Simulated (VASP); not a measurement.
# Al3InAs4 (P-43m) in VASP: a series of runs, part 2 of 2

VASP 6.6.1. Earlier steps stand in the parts before.

## Step 3: Relaxation of the atoms, PBE (21.86 Å³/atom)

This run uses another cell than the first one, of 21.86 Å³/atom.

INCAR reads:

```
SYSTEM = Al3InAs4
PREC = Accurate ; ENCUT = 520
EDIFF = 1E-7 ; ISMEAR = 0
SIGMA = 0.02 ; LREAL = .False.
LASPH = .True. ; NELM = 80
ALGO = Normal ; ISIF = 2
LWAVE = .False. ; LCHARG = .False.
GGA = PE ; IBRION = 2
NSW = 50 ; EDIFFG = -0.01
```

KPOINTS reads:

```
regular mesh
0
Gamma
  6 6 6
  0 0 0
```

POSCAR reads:

```
Al3InAs4
1.0
    5.5920539450      0.0000000000      0.0000000000
    0.0000000000      5.5920539450      0.0000000000
    0.0000000000      0.0000000000      5.5920539450
Al In As
3 1 4
Direct
    0.5000000000      0.0000000000      0.0000000000
    0.0000000000      0.0000000000      0.5000000000
    0.0000000000      0.5000000000      0.0000000000
    0.5000000000      0.5000000000      0.5000000000
    0.7612361977      0.2387638023      0.7612361977
    0.7612361977      0.7612361977      0.2387638023
    0.2387638023      0.2387638023      0.2387638023
    0.2387638023      0.7612361977      0.7612361977
```

Potentials or basis: VASP PAW PBE potentials, release 64 (Al, In_d, As).

Run with:

```console
$ cat potpaw_PBE.64/Al/POTCAR potpaw_PBE.64/In_d/POTCAR potpaw_PBE.64/As/POTCAR > POTCAR
$ mpirun -np 1 vasp_std > vasp.out
```

OUTCAR:

```text
SYSTEM = Al3InAs4
   PREC = Accurate
   ENCUT = 520
   EDIFF = 1E-7
   ISMEAR = 0
   LREAL = .False.
   LASPH = .True.
   NELM = 80
   ISIF = 2
   GGA = PE
   IBRION = 2
   NSW = 50
   EDIFFG = -0.01

 ion  position               nearest neighbor table
   1  0.500  0.000  0.000-   5 2.39   6 2.39   7 2.39   8 2.39
   2  0.000  0.000  0.500-   5 2.39   6 2.39   7 2.39   8 2.39
   3  0.000  0.500  0.000-   5 2.39   6 2.39   7 2.39   8 2.39
   4  0.500  0.500  0.500-   5 2.53   6 2.53   7 2.53   8 2.53
   5  0.761  0.239  0.761-   2 2.39   1 2.39   3 2.39   4 2.53
   6  0.761  0.761  0.239-   2 2.39   1 2.39   3 2.39   4 2.53
   7  0.239  0.239  0.239-   2 2.39   1 2.39   3 2.39   4 2.53
   8  0.239  0.761  0.761-   2 2.39   1 2.39   3 2.39   4 2.53

  LATTYP: Found a simple cubic cell.
 ALAT       =     5.5920539450

  Lattice vectors:

 A1 = (   5.5920539450,   0.0000000000,   0.0000000000)
 A2 = (   0.0000000000,   5.5920539450,   0.0000000000)
 A3 = (   0.0000000000,   0.0000000000,   5.5920539450)

Analysis of symmetry for initial positions (statically):
=====================================================================
 Subroutine PRICEL returns:
 Original cell was already a primitive cell.

 Routine SETGRP: Setting up the symmetry group for a
 simple cubic supercell.

 Subroutine GETGRP returns: Found 24 space group operations
[... 165 lines left out ...]

 number of electron      42.0000015 magnetization

 Free energy of the ion-electron system (eV)
  ---------------------------------------------------
  ext. energy  EPLUGINS =         0.00000000
  ---------------------------------------------------
  free energy    TOTEN  =       -35.06131290 eV

  energy without entropy =      -35.06131290  energy(sigma->0) =      -35.06131290

------------------------ aborting loop because EDIFF is reached ----------------------------------------

  FORCE on cell =-STRESS in cart. coord.  units (eV):
  Direction    XX          YY          ZZ          XY          YZ          ZX
  --------------------------------------------------------------------------------------
  -------------------------------------------------------------------------------------
  Total       11.7607742     11.7607742     11.7607742     -0.0000000      0.0000000     -0.0000000
  in kB      107.7537613    107.7537613    107.7537613     -0.0000000      0.0000000     -0.0000000
  external PRESSURE =     107.7537613 kB  Pullay stress =       0.0000000 kB
[... 71 lines left out ...]
--------------------------------------- Ionic step        3  -------------------------------------------

 number of electron      42.0000015 magnetization

 Free energy of the ion-electron system (eV)
  ---------------------------------------------------
  ext. energy  EPLUGINS =         0.00000000
  ---------------------------------------------------
  free energy    TOTEN  =       -35.06154917 eV

  energy without entropy =      -35.06154917  energy(sigma->0) =      -35.06154917

 E-fermi :   4.9253     XC(G=0):  -9.4357

 val. band max:        4.8335209067   @ k =   0.0000   0.0000   0.0000
 cond. band min:       6.3358842713   @ k =   0.0000   0.0000   0.0000
 fundamental gap:      1.5023633646
 Fermi energy:         4.9253129152

 k-point     1 :       0.0000    0.0000    0.0000
  band No.  band energies     occupation
      1      -9.3369      2.00000
      2      -9.3369      2.00000
      3      -9.3369      2.00000
      4      -9.1616      2.00000
      5      -9.1616      2.00000
      6      -7.5078      2.00000
[... 604 lines left out ...]
  FREE ENERGIE OF THE ION-ELECTRON SYSTEM (eV)
  ---------------------------------------------------
  free  energy   TOTEN  =       -35.0615491683 eV

  energy  without entropy=      -35.0615491683  energy(sigma->0) =      -35.06154917

 reached required accuracy - stopping structural energy minimisation
```

CONTCAR:

```text
Al3InAs4
   1.00000000000000
     5.5920539450000000    0.0000000000000000    0.0000000000000000
     0.0000000000000000    5.5920539450000000    0.0000000000000000
     0.0000000000000000    0.0000000000000000    5.5920539450000000
  Al              In              As
     3     1     4
Direct
     0.5000000000000000    0.0000000000000000    0.0000000000000000
     0.0000000000000000    0.0000000000000000    0.5000000000000000
     0.0000000000000000    0.5000000000000000    0.0000000000000000
     0.5000000000000000    0.5000000000000000    0.5000000000000000
     0.7615346273981700    0.2384653726018300    0.7615346273981700
     0.7615346273981700    0.7615346273981700    0.2384653726018300
     0.2384653726018300    0.2384653726018300    0.2384653726018300
     0.2384653726018300    0.7615346273981700    0.7615346273981700

  0.00000000E+00  0.00000000E+00  0.00000000E+00
  0.00000000E+00  0.00000000E+00  0.00000000E+00
  0.00000000E+00  0.00000000E+00  0.00000000E+00
  0.00000000E+00  0.00000000E+00  0.00000000E+00
  0.00000000E+00  0.00000000E+00  0.00000000E+00
  0.00000000E+00  0.00000000E+00  0.00000000E+00
  0.00000000E+00  0.00000000E+00  0.00000000E+00
  0.00000000E+00  0.00000000E+00  0.00000000E+00
```

Wall time 3.7 min (1 thread of Oxide Virtual Turin-like, shared host); peak memory 0.28 GiB.

Results:

```yaml
Free_energy: -35.0615 eV
Energy_gained_by_relaxing: 0.0 meV/atom
Ionic_steps: 3
Pressure_after_relaxing: 10.8 GPa
Band_gap_on_the_k_mesh: 1.50 eV
```

Step by step:
| step | energy change (eV) | largest force (eV/Å) | pressure (GPa) |
| --- | --- | --- | --- |
| 1 | 0.0000 | 0.0420 | 10.78 |
| 2 | -0.0002 | 0.0121 | 10.77 |
| 3 | -0.0002 | 0.0006 | 10.76 |

Final structure:
```
Al In As
1.0
     5.59205    0.00000    0.00000
     0.00000    5.59205    0.00000
     0.00000    0.00000    5.59205
Al In As
3 1 4
Direct
  0.50000 0.00000 0.00000
  0.00000 0.00000 0.50000
  0.00000 0.50000 0.00000
  0.50000 0.50000 0.50000
  0.76153 0.23847 0.76153
  0.76153 0.76153 0.23847
  0.23847 0.23847 0.23847
  0.23847 0.76153 0.76153
```

Caveat: spin-orbit coupling is left out, which moves the levels of the heavy elements.
